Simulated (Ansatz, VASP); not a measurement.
**One calculation of KCl, two programs**

File INCAR:

```
PREC = Accurate
ENCUT = 520
EDIFF = 1E-6
ISMEAR = 0
SIGMA = 0.05
LREAL = F
LASPH = T
NELM = 80
ALGO = Normal
ISIF = 2
LWAVE = F
LCHARG = F
GGA = PS
NBANDS = 15
```

The input KPOINTS:

```
Automatic mesh
0
Gamma
  6 6 6
```

POSCAR

```
KCl
1.0
    3.8391960000      0.0000000000      0.0000000000
    0.0000000000      3.8391960000      0.0000000000
    0.0000000000      0.0000000000      4.0311558000
K Cl
1 1
Direct
    0.0000000000      0.0000000000      0.0000000000
    0.5000000000      0.5000000000      0.5000000000
```

Input for Ansatz:

```yaml
crystal:
  lattice:
    - [3.839196, 0.0, 0.0]
    - [0.0, 3.839196, 0.0]
    - [0.0, 0.0, 4.0311558]
  atoms:
    - { symbol: K, position: [0.0, 0.0, 0.0] }
    - { symbol: Cl, position: [0.5, 0.5, 0.5] }
basis:
  ecutwfc: 420
kpoints:
  mp_grid: { grid: [6, 6, 6] }
hamiltonian:
  xc: pbesol
scf:
  occupations: { method: gaussian, width: 0.05 }
output:
  forces: true
  stress: true
  eigenvalues: true
```

Change from the starting cell: strain +0.000 along x and y, +0.050 along z, atoms carried along.

Alike in both runs: task single point; functional PBEsol; k mesh 6 × 6 × 6; occupations gaussian, width 0.05 eV; no spin polarisation.

```csv
,VASP,Ansatz
version,VASP 6.6.1,Ansatz 0.2.0
potentials or method,"VASP PAW PBE potentials, release 64 (K_sv, Cl), cutoff 520 eV","scalar-relativistic, plane waves, PAW"
valence electrons in the cell,16,16
```

```tsv
	VASP	Ansatz	Ansatz less VASP
gap on the k mesh at the Fermi level (eV)	4.34	4.34	+0.003
least direct gap on the mesh (eV)	4.52	4.52	+0.002
pressure (GPa)	-2.0	-2.1	0.00
traceless stress, the component that is largest in VASP (GPa)	-1.29	-1.29	-0.003
```

VASP's potentials were made for PBE, not for PBEsol. With one functional, cell and mesh, what is left measures potentials, basis and numerics.
